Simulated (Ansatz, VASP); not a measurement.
**Mg: VASP beside Ansatz**

Contents of POSCAR:

```
Mg
1.0
    3.0926482077      0.0000000000      0.0000000000
   -1.5463241038      2.6783119129      0.0000000000
    0.0000000000      0.0000000000     10.0524604409
Mg
4
Direct
    0.0000000000      0.0000000000      0.0000000000
    0.0000000000      1.0000000000      0.5000000000
    0.3333333333      0.6666666667      0.2500000000
    0.6666666667      0.3333333333      0.7500000000
```

Contents of INCAR.step1:

```
SYSTEM = Mg
ALGO = Normal
EDIFF = 1E-4
ENCUT = 520
GGA = PE
ISMEAR = -1
LASPH = .True.
LCHARG = .False.
LREAL = .False.
LWAVE = .True.
NBANDS = 12
NELM = 100
PREC = Accurate
SIGMA = 0.1
```

Contents of INCAR.step2:

```
SYSTEM = Mg
ALGO = Normal
EDIFF = 1E-6
ENCUT = 520
ISIF = 2
ISMEAR = -1
ISTART = 1
LASPH = .True.
LCHARG = .False.
LMIXTAU = .True.
LREAL = .False.
LWAVE = .False.
METAGGA = R2SCAN
NBANDS = 12
NELM = 100
PREC = Accurate
SIGMA = 0.1
```

The input KPOINTS:

```
k-points
0
Gamma
  13 13 4
  0 0 0
```

Input for Ansatz:

```yaml
crystal:
  lattice:
    - [3.0926482077, 0.0, 0.0]
    - [-1.5463241038, 2.6783119129, 0.0]
    - [0.0, 0.0, 10.0524604409]
  atoms:
    - { symbol: Mg, position: [0.0, 0.0, 0.0] }
    - { symbol: Mg, position: [0.0, 1.0, 0.5] }
    - { symbol: Mg, position: [0.3333333333, 0.6666666667, 0.25] }
    - { symbol: Mg, position: [0.6666666667, 0.3333333333, 0.75] }
hamiltonian:
  xc: r2scan
  pseudopotentials:
    kind: paw
    azcp:
      Mg: "pseudopotentials/Mg.paw.azcp"
basis:
  ecutwfc: 500
  fft_grid_basis: typed
kpoints:
  mp_grid: { grid: [13, 13, 4], shift: [0, 0, 0] }
magnetization:
  spin_polarized: false
scf:
  occupations: { method: fermi_dirac, width: 0.1 }
  lower_state_search: "off"
output:
  stress: true
```

Alike in both runs: task single point; functional r2SCAN; k mesh 13 × 13 × 4; occupations fermi-dirac, width 0.1 eV; no spin polarisation.

|  | VASP | Ansatz |
| --- | --- | --- |
| version | VASP 6.6.1 | Ansatz 0.2.0 |
| potentials or method | VASP PAW PBE potentials, release 64 (Mg), cutoff 520 eV | plane waves (500 eV) with PAW, scalar-relativistic |
| valence electrons in the cell | 8 | 40 |

VASP gave:

- pressure (GPa): 3.6
- traceless stress, the component that is largest in VASP (GPa): -0.16

Problem. Estimate Ansatz's values.

Solution. Pressure (GPa): 3.9; traceless stress, the component that is largest in VASP (GPa): -0.16.

VASP's potentials were made for PBE, not for r2SCAN. VASP's potentials hold 8 valence electrons a cell and Ansatz's 40, so a difference there can come from the potentials and not from the codes.
